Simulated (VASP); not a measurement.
Write the native input for VASP 6.6.1 that does the following.

- Task: single point
- Functional: PBE
- Potentials or basis: VASP PAW PBE potentials, release 64 (Ge_d, N)
- Cutoff: 520 eV
- k mesh: 6 × 6 × 6
- Occupations: gaussian, width 0.15 eV
- Spin: no spin polarisation
- Dipole correction: no
- Further INCAR settings: ALGO = Fast; EDIFF = 1e-07; NBANDS = 68

The structure of Ge8N (a cell with a defect) lies in POSCAR:

```
Ge8N
1.0
    5.7615827908      0.0000000000      0.0000000000
    0.0000000000     -5.7615827908      0.0000000000
    0.0000000000      0.0000000000     -5.7615827908
Ge N
8 1
Direct
    0.5000000000      0.0000000000      0.0000000000
    0.0000000000      0.5000000000      0.0000000000
    0.0000000000      0.0000000000      0.5000000000
    0.5000000000      0.5000000000      0.5000000000
    0.7500000000      0.7500000000      0.7500000000
    0.2500000000      0.2500000000      0.7500000000
    0.2500000000      0.7500000000      0.2500000000
    0.7500000000      0.2500000000      0.2500000000
    1.0833333333      0.4583333333      0.7916666667
```

These files were run (other wordings do the same):

INCAR

```
SYSTEM = Ge8N
PREC = Accurate ; ENCUT = 520
EDIFF = 1E-7 ; ISMEAR = 0
SIGMA = 0.15 ; LREAL = .False.
LASPH = .True. ; NELM = 60
ALGO = Fast ; ISIF = 2
LWAVE = .False. ; LCHARG = .False.
GGA = PE ; NBANDS = 68
```

KPOINTS

```
regular mesh
0
Gamma
  6 6 6
  0 0 0
```

Potentials or basis: VASP PAW PBE potentials, release 64 (Ge_d, N).

The run is started by

```bash
$ cat potpaw_PBE.64/Ge_d/POTCAR potpaw_PBE.64/N/POTCAR > POTCAR
$ mpirun -np 1 vasp_std > vasp.out
```

It gave:

```
Pressure               : 24.3 GPa
Largest force          : 42.050 eV/Å
Band gap on the k mesh : zero (an odd number of electrons rules out a gap without spin polarisation)
```

Caveat: atoms lie so close that the PAW spheres overlap strongly, which falsifies energies and pressures.

Wall time 43 min on 1 thread of Oxide Virtual Turin-like Processor (shared host), peak memory 0.98 GiB.
